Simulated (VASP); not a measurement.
# MgO (Fm-3m) in VASP: a series of runs

The runs below take MgO through single point, relaxation of cell and atoms, with PBE, LDA.

All numbers are computed with VASP 6.6.1; they aren't measurements. Logs are shortened: lines on timing, memory, paths and dates and some standing lists are left out, and cuts for length are marked.

## (1) The cell of the first run

It takes space group Fm-3m (No. 225, cubic). Conventional cell: a = 4.194 Å, b = 4.194 Å, c = 4.194 Å, α = 90.00°, β = 90.00°, γ = 90.00°. Within 2.8 Å of Mg (site symmetry m-3m) lie 6 O at 2.10 Å. O (site symmetry m-3m) has 6 Mg at 2.10 Å within 2.8 Å.

## (2) Single point, PBE

Input file INCAR:

```
PREC = Accurate
ENCUT = 520
EDIFF = 1E-6
ISMEAR = 0
SIGMA = 0.019000000000000003
LREAL = F
LASPH = T
NELM = 100
ALGO = Normal
ISIF = 2
LWAVE = F
LCHARG = F
GGA = PE
NBANDS = 11
```

Input file KPOINTS:

```
regular mesh
0
Gamma
  11 11 11
```

Input file POSCAR:

```
MgO
1.0
    0.0000000000      2.0970013927      2.0970013927
    2.0970013927      0.0000000000      2.0970013927
    2.0970013927      2.0970013927      0.0000000000
Mg O
1 1
Direct
    0.0000000000      0.0000000000      0.0000000000
    0.5000000000      0.5000000000      0.5000000000
```

Potentials or basis: VASP PAW PBE potentials, release 64 (Mg, O).

Run with:

```console
$ cat potpaw_PBE.64/Mg/POTCAR potpaw_PBE.64/O/POTCAR > POTCAR
$ mpirun -np 1 vasp_std > vasp.out
```

OUTCAR:

```text
PREC = Accurate
   ENCUT = 520
   EDIFF = 1E-6
   ISMEAR = 0
   LREAL = F
   LASPH = T
   NELM = 100
   ISIF = 2
   GGA = PE

 ion  position               nearest neighbor table
   1  0.000  0.000  0.000-   2 2.10   2 2.10   2 2.10   2 2.10   2 2.10   2 2.10
   2  0.500  0.500  0.500-   1 2.10   1 2.10   1 2.10   1 2.10   1 2.10   1 2.10

  LATTYP: Found a face centered cubic cell.
 ALAT       =     4.1940027854

  Lattice vectors:

 A1 = (   0.0000000000,   2.0970013927,   2.0970013927)
 A2 = (   2.0970013927,   0.0000000000,   2.0970013927)
 A3 = (   2.0970013927,   2.0970013927,   0.0000000000)

Analysis of symmetry for initial positions (statically):
=====================================================================
 Subroutine PRICEL returns:
 Original cell was already a primitive cell.

 Routine SETGRP: Setting up the symmetry group for a
 face centered cubic supercell.

 Subroutine GETGRP returns: Found 48 space group operations
 (whereof 48 operations were pure point group operations)
 out of a pool of 48 trial point group operations.

The static configuration has the point symmetry O_h .

Analysis of symmetry for dynamics (positions and initial velocities):
=====================================================================
 Subroutine PRICEL returns:
 Original cell was already a primitive cell.

 Routine SETGRP: Setting up the symmetry group for a
 face centered cubic supercell.

 Subroutine GETGRP returns: Found 48 space group operations
 (whereof 48 operations were pure point group operations)
 out of a pool of 48 trial point group operations.

The dynamic configuration has the point symmetry O_h .

 Subroutine INISYM returns: Found 48 space group operations
 (whereof 48 operations are pure point group operations),
 and found     1 'primitive' translations

----------------------------------------------------------------------------------------

                                     Primitive cell

  volume of cell :      18.4428

  direct lattice vectors                    reciprocal lattice vectors
     0.000000000  2.097001393  2.097001393    -0.238435702  0.238435702  0.238435702
     2.097001393  0.000000000  2.097001393     0.238435702 -0.238435702  0.238435702
     2.097001393  2.097001393  0.000000000     0.238435702  0.238435702 -0.238435702

  length of vectors
     2.965607810  2.965607810  2.965607810     0.412982751  0.412982751  0.412982751

  position of ions in fractional coordinates (direct lattice)
     0.000000000  0.000000000  0.000000000
     0.500000000  0.500000000  0.500000000

  ion indices of the primitive-cell ions
   primitive index   ion index
                 1           1
                 2           2

----------------------------------------------------------------------------------------

 KPOINTS: regular mesh

Automatic generation of k-mesh.
 Grid dimensions read from file:
 generate k-points for:   11   11   11

 Generating k-lattice:

  Cartesian coordinates                     Fractional coordinates (reciprocal lattice)
    -0.021675973  0.021675973  0.021675973     0.090909091  0.000000000  0.000000000
     0.021675973 -0.021675973  0.021675973     0.000000000  0.090909091  0.000000000
     0.021675973  0.021675973 -0.021675973     0.000000000  0.000000000  0.090909091

  Length of vectors
     0.037543886  0.037543886  0.037543886

  Shift w.r.t. Gamma in fractional coordinates (k-lattice)
     0.000000000  0.000000000  0.000000000

 Subroutine IBZKPT returns following result:
 ===========================================

 Found     56 irreducible k-points:

 Following reciprocal coordinates:
            Coordinates               Weight
  0.000000  0.000000  0.000000      1.000000
  0.090909  0.000000  0.000000      8.000000
  0.181818  0.000000  0.000000      8.000000
  0.272727  0.000000  0.000000      8.000000
  0.363636  0.000000  0.000000      8.000000
  0.454545  0.000000  0.000000      8.000000
[... 16 lines left out ...]
 -0.272727  0.181818  0.000000     24.000000
 -0.181818  0.181818  0.000000     12.000000
 [... further k-points ...]
   k-points           NKPTS =     56   k-points in BZ     NKDIM =     56   number of bands    NBANDS=     11
   number of dos      NEDOS =    301   number of ions     NIONS =      2
   total plane-waves  NPLWV =  13824
   dimension x,y,z NGX =    24 NGY =   24 NGZ =   24
   dimension x,y,z NGXF=    48 NGYF=   48 NGZF=   48
   ions per type =               1   1
   NGX,Y,Z   is equivalent  to a cutoff of  13.45, 13.45, 13.45 a.u.
   NGXF,Y,Z  is equivalent  to a cutoff of  26.91, 26.91, 26.91 a.u.
 SYSTEM =  unknown system
   PREC   = accura    normal or accurate (medium, high low for compatibility)
   ISTART =      0    job   : 0-new  1-cont  2-samecut
   ICHARG =      2    charge: 1-file 2-atom 10-const
   ISPIN  =      1    spin polarized calculation?
   LNONCOLLINEAR =      F non collinear calculations
   LSORBIT =      F    spin-orbit coupling
   LASPH  =      T    aspherical Exc in radial PAW
   ENCUT  =  520.0 eV  38.22 Ry    6.18 a.u.   5.51  5.51  5.51*2*pi/ulx,y,z
   NELM   =    100;   NELMIN=  2; NELMDL= -5     # of ELM steps
   EDIFF  = 0.1E-05   stopping-criterion for ELM
   LREAL  =      F    real-space projection
   EDIFFG = 0.1E-04   stopping-criterion for IOM
   NSW    =      0    number of steps for IOM
   IBRION =     -1    ionic relax: 0-MD 1-quasi-New 2-CG
   NFREE  =      0    steps in history (QN), initial steepest desc. (CG)
   ISIF   =      2    stress and relaxation
   ISYM   =      2    0-nonsym 1-usesym 2-fastsym
   POTIM  = 0.5000    time-step for ionic-motion
   TEBEG  =    0.0;   TEEND  =   0.0 temperature during run
   PSTRESS=    0.0 pullay stress
   NELECT =       8.0000    total number of electrons
   NUPDOWN=      -1.0000    fix difference up-down
   EMIN   =  10.00;   EMAX   =-10.00  energy-range for DOS
   EFERMI =   0.00;   METHOD = LEGACY
   ISMEAR =     0;   SIGMA  =   0.02  broadening in eV -4-tet -1-fermi 0-gaus
   EFERMI_NEDOS =   21; number of points for ismear=-14 and -15
   IALGO  =     38    algorithm
   IMIX   =      4    mixing-type and parameters
     AMIX     =   0.40;   BMIX     =  1.00
     AMIX_MAG =   1.60;   BMIX_MAG =  1.00
  volume/ion in A,a.u.               =       9.22        62.23
  Fermi-wavevector in a.u.,A,eV,Ry     =   1.239261  2.341864 20.895389  1.535768
  Thomas-Fermi vector in A             =   2.373752
   LORBIT       =      0    0 simple, 1 ext, 2 COOP (PROOUT), +10 PAW based schemes
   GGA     = PE    functional components
   LHFCALC =     F    Hartree Fock is set to
   AEXX    =    0.0000 exact exchange contribution
   IVDW    =     0    specifies the selected vdW correction
   LEPSILON=     F    determine dielectric tensor
   LRPA    =     F    only Hartree local field effects (RPA)
 non-spin polarized calculation
 Gauss-broadening in eV      SIGMA  =   0.02
  energy-cutoff  :      520.00
  volume of cell :       18.44
 maximum number of plane-waves:       531
 NGX is ok and might be reduce to    24
   NGX = 11   NGY = 11   NGZ = 11

 number of electron       8.0000004 magnetization

 Free energy of the ion-electron system (eV)
  ---------------------------------------------------
  ext. energy  EPLUGINS =         0.00000000
  ---------------------------------------------------
  free energy    TOTEN  =       -11.89769122 eV

  energy without entropy =      -11.89769122  energy(sigma->0) =      -11.89769122

 E-fermi :   3.4352     XC(G=0): -11.1399

 val. band max:        3.2844925301   @ k =   0.0000   0.0000   0.0000
 cond. band min:       8.1373565285   @ k =   0.0000   0.0000   0.0000
 fundamental gap:      4.8528639984
 Fermi energy:         3.4351719095

 k-point     1 :       0.0000    0.0000    0.0000
  band No.  band energies     occupation
      1     -14.0457      2.00000
      2       3.2845      2.00000
      3       3.2845      2.00000
      4       3.2845      2.00000
      5       8.1374      0.00000
      6      19.1572      0.00000
      7      19.1572      0.00000
      8      19.1572      0.00000
      9      23.1080      0.00000
     10      24.8974      0.00000
     11      24.8974      0.00000

 k-point     2 :       0.0909    0.0000    0.0000
  band No.  band energies     occupation
      1     -13.9559      2.00000
      2       2.7319      2.00000
      3       3.2270      2.00000
      4       3.2270      2.00000
      5       8.6683      0.00000
      6      18.0633      0.00000
      7      19.3622      0.00000
      8      19.3622      0.00000
      9      24.2781      0.00000
     10      24.2781      0.00000
     11      24.5764      0.00000

 k-point     3 :       0.1818    0.0000    0.0000
  band No.  band energies     occupation
      1     -13.7051      2.00000
      2       1.5531      2.00000
      3       3.0770      2.00000
      4       3.0770      2.00000
      5       9.7433      0.00000
      6      16.6180      0.00000
      7      19.8202      0.00000
      8      19.8202      0.00000
      9      23.5596      0.00000
     10      23.5596      0.00000
     11      25.7901      0.00000

 k-point     4 :       0.2727    0.0000    0.0000
  band No.  band energies     occupation
      1     -13.3505      2.00000
      2       0.2996      2.00000
      3       2.8892      2.00000
      4       2.8892      2.00000
      5      10.6896      0.00000
      6      15.8180      0.00000
      7      20.0595      0.00000
      8      20.0595      0.00000
      9      23.6991      0.00000
     10      23.6991      0.00000
     11      25.3354      0.00000
[... 239 lines left out ...]
 k-point    22 :      -0.3636    0.1818    0.0000
  band No.  band energies     occupation
      1     -12.6868      2.00000
      2      -0.7709      2.00000
      3       1.5310      2.00000
      4       2.5339      2.00000
      5      12.5916      0.00000
      6      15.6088      0.00000
      7      17.5220      0.00000
      8      20.5258      0.00000
      9      24.2946      0.00000
     10      24.8674      0.00000
     11      28.0885      0.00000

 k-point    23 :      -0.2727    0.1818    0.0000
  band No.  band energies     occupation
      1     -12.9285      2.00000
      2      -0.2585      2.00000
      3       1.7107      2.00000
      4       2.7120      2.00000
      5      12.2957      0.00000
      6      15.2667      0.00000
      7      18.0880      0.00000
      8      20.8219      0.00000
      9      22.9725      0.00000
     10      24.8107      0.00000
     11      28.2219      0.00000

 k-point    24 :      -0.1818    0.1818    0.0000
  band No.  band energies     occupation
      1     -13.2441      2.00000
      2       0.4003      2.00000
      3       2.1552      2.00000
      4       2.9025      2.00000
      5      11.4462      0.00000
      6      15.4013      0.00000
      7      18.9006      0.00000
      8      21.3903      0.00000
      9      21.4227      0.00000
     10      24.6943      0.00000
     11      28.0453      0.00000

 [... further k-points ...]
[... 5 lines left out ...]
  --------------------------------------------------------------------------------------
  -------------------------------------------------------------------------------------
  Total        0.7113038      0.7113038      0.7113038     -0.0000000     -0.0000000      0.0000000
  in kB       61.7930425     61.7930425     61.7930425     -0.0000000     -0.0000000      0.0000000
  external PRESSURE =      61.7930425 kB  Pullay stress =       0.0000000 kB

 VOLUME and BASIS-vectors are now :
 -----------------------------------------------------------------------------
  energy-cutoff  :      520.00
  volume of cell :       18.44
      direct lattice vectors                 reciprocal lattice vectors
     0.000000000  2.097001393  2.097001393    -0.238435702  0.238435702  0.238435702
     2.097001393  0.000000000  2.097001393     0.238435702 -0.238435702  0.238435702
     2.097001393  2.097001393  0.000000000     0.238435702  0.238435702 -0.238435702

 POSITION                                       TOTAL-FORCE (eV/Angst)
 -----------------------------------------------------------------------------------
      0.00000      0.00000      0.00000         0.000000     -0.000000      0.000000
      2.09700      2.09700      2.09700        -0.000000      0.000000     -0.000000
 -----------------------------------------------------------------------------------
    total drift:                               -0.000000     -0.000000      0.000000

  FREE ENERGIE OF THE ION-ELECTRON SYSTEM (eV)
  ---------------------------------------------------
  free  energy   TOTEN  =       -11.8976912185 eV

  energy  without entropy=      -11.8976912185  energy(sigma->0) =      -11.89769122
```

Wall time 8.3 s (1 thread of Intel Xeon Platinum 8259CL at 2.50GHz (Skylake/Cascade Lake), shared host); peak memory 0.14 GiB.

Results:

```yaml
Free_energy: -11.8977 eV
Pressure: 6.2 GPa
Band_gap_on_the_k_mesh: 4.85 eV
```

Caveat: the cell stands under pressure.

(Part 1 of 2 ends here.)
